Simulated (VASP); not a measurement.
A run of VASP 6.6.1 is set up as follows.

Contents of POSCAR:

```
Lu2AsP
1.0
    3.9607540783      0.0000000000      0.0000000000
    0.0000000000      3.9607540783      0.0000000000
    0.0000000000      0.0000000000      5.5974543405
P Lu As
1 2 1
Direct
    0.0000000000      0.0000000000      0.0000000000
    0.0000000000      0.0000000000      0.5000000000
    0.5000000000      0.5000000000      0.0000000000
    0.5000000000      0.5000000000      0.5000000000
```

File INCAR.step1:

```
SYSTEM = Lu2AsP
PREC     = Accurate       ! precision mode
ENCUT    = 520            ! plane-wave cutoff, eV
ISMEAR   = -1             ! smearing method
SIGMA    = 0.02           ! smearing width, eV
LREAL    = .FALSE.        ! projectors in reciprocal space
LASPH    = .TRUE.         ! aspherical terms in the spheres
NELM     = 80             ! most SCF steps
NBANDS   = 38             ! bands
GGA      = PE             ! functional
ALGO     = Normal         ! electronic algorithm
EDIFF    = 1E-4           ! SCF threshold, eV
LWAVE    = .TRUE.         ! write WAVECAR
LCHARG   = .FALSE.        ! write CHGCAR
```

The input INCAR.step2:

```
SYSTEM = Lu2AsP
PREC     = Accurate       ! precision mode
ENCUT    = 520            ! plane-wave cutoff, eV
EDIFF    = 1E-6           ! SCF threshold, eV
ISMEAR   = -1             ! smearing method
SIGMA    = 0.02           ! smearing width, eV
LREAL    = .FALSE.        ! projectors in reciprocal space
LASPH    = .TRUE.         ! aspherical terms in the spheres
NELM     = 80             ! most SCF steps
ALGO     = Normal         ! electronic algorithm
ISIF     = 2              ! what is computed and relaxed
LWAVE    = .FALSE.        ! write WAVECAR
LCHARG   = .FALSE.        ! write CHGCAR
METAGGA  = R2SCAN         ! meta-GGA
LMIXTAU  = .TRUE.       
NBANDS   = 38             ! bands
ISTART   = 1
```

Contents of KPOINTS:

```
Automatic mesh
0
G
  6 6 4
  0 0 0
```

Potentials or basis: VASP PAW PBE potentials, release 64 (P, Lu, As).

Command:

```sh
$ cat potpaw_PBE.64/P/POTCAR potpaw_PBE.64/Lu/POTCAR potpaw_PBE.64/As/POTCAR > POTCAR
$ cp INCAR.step1 INCAR
$ mpirun -np 1 vasp_std > vasp.out
$ cp INCAR.step2 INCAR
$ mpirun -np 1 vasp_std > vasp.out
```

Estimate the pressure.

0.4 GPa.

Predict the band gap on the k mesh.

zero (bands 30 and 31 overlap by 0.84 eV).

Stress tensor (GPa, compression positive):
```
0.41 0.00 0.00
0.00 0.41 0.00
0.00 0.00 0.30
```

Caveat: the PAW data sets were made with another functional, which shifts forces and pressure a little; spin-orbit coupling is left out, which moves the levels of the heavy elements.
